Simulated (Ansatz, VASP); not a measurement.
# One calculation of BP, two programs

The input POSCAR:

```
BP
1.0
    0.0000000000      2.2383340787      2.2383340787
    2.2383340787      0.0000000000      2.2383340787
    2.2383340787      2.2383340787      0.0000000000
P B
1 1
Direct
    0.7500000000      0.7500000000      0.7500000000
    0.0000000000      0.0000000000      0.0000000000
```

INCAR.step1

```
  PREC = Accurate
  ENCUT = 520
  ISMEAR = -1
  SIGMA = 0.05
  LREAL = F
  LASPH = T
  NELM = 80
  NBANDS = 11
  GGA = PE
  ALGO = Normal
  EDIFF = 1E-4
  LWAVE = T
  LCHARG = F
```

The input INCAR.step2:

```
  PREC = Accurate
  ENCUT = 520
  EDIFF = 1E-6
  ISMEAR = -1
  SIGMA = 0.05
  LREAL = F
  LASPH = T
  NELM = 80
  ALGO = Normal
  ISIF = 2
  LWAVE = F
  LCHARG = F
  METAGGA = R2SCAN
  LMIXTAU = T
  IVDW = 12
  VDW_S6 = 1.0
  VDW_S8 = 0.78981345
  VDW_A1 = 0.49484001
  VDW_A2 = 5.73083694
  NBANDS = 11
  ISTART = 1
```

File KPOINTS:

```
Automatic mesh
0
Gamma
  10 10 10
```

File input.yaml:

```yaml
crystal:
  lattice:
    - [0.0, 2.2383340787, 2.2383340787]
    - [2.2383340787, 0.0, 2.2383340787]
    - [2.2383340787, 2.2383340787, 0.0]
  atoms:
    - { symbol: P, position: [0.75, 0.75, 0.75] }
    - { symbol: B, position: [0.0, 0.0, 0.0] }
hamiltonian:
  xc: r2scan
  pseudopotentials: { kind: paw }
  dispersion: d3bj
kpoints:
  mp_grid: { grid: [10, 10, 10] }
scf:
  occupations: { method: fermi_dirac, width: 0.05 }
output:
  forces: true
  stress: true
  eigenvalues: true
```

Alike in both runs: task single point; functional r2SCAN; dispersion D3(BJ); k mesh 10 × 10 × 10; occupations fermi-dirac, width 0.05 eV; no spin polarisation.

|  | VASP | Ansatz |
| --- | --- | --- |
| version | VASP 6.6.1 | Ansatz 0.2.0 |
| potentials or method | VASP PAW PBE potentials, release 64 (P, B) | Ansatz PAW |
| plane-wave cutoff (eV) | 520 | 500 |
| valence electrons in the cell | 8 | 8 |

Ansatz gave:

- gap on the k mesh at the Fermi level (eV): 1.36
- least direct gap on the mesh (eV): 3.67
- pressure (GPa): 5.0

Task: Estimate VASP's values.

Result: gap on the k mesh at the Fermi level (eV): 1.39; least direct gap on the mesh (eV): 3.71; pressure (GPa): 4.5.

VASP's potentials were made for PBE, not for r2SCAN.
